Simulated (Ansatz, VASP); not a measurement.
## One calculation of K2S, two programs

```
K S
1.0
     0.00000    3.81195    3.81195
     3.81195    0.00000    3.81195
     3.81195    3.81195    0.00000
K S
2 1
Direct
  0.25000 0.25000 0.25000
  0.75000 0.75000 0.75000
  0.00000 0.00000 0.00000
```

Change from the starting cell: hydrostatic strain +3.0%.

Alike in both runs: task single point; functional HSE06; k mesh 4 × 4 × 4; no spin polarisation.

|  | VASP | Ansatz |
| --- | --- | --- |
| version | VASP 6.6.1 | Ansatz 0.2.0 |
| potentials or method | VASP PAW PBE potentials, release 64 (K_sv, S) | plane waves, PAW |
| plane-wave cutoff (eV) | 400 | 420 |
| occupations | gaussian, width 0.01 eV | fixed |
| valence electrons in the cell | 24 | 24 |

Ansatz gave:

| Property | Result |
| --- | --- |
| gap on the k mesh at the Fermi level (eV) | 3.07 |
| pressure (GPa) | -1.3 |

What did VASP give for the same quantities?

gap on the k mesh at the Fermi level (eV): 3.06; pressure (GPa): -1.3.

Ansatz's warnings: stress exchange threshold loose, stress scf threshold loose.
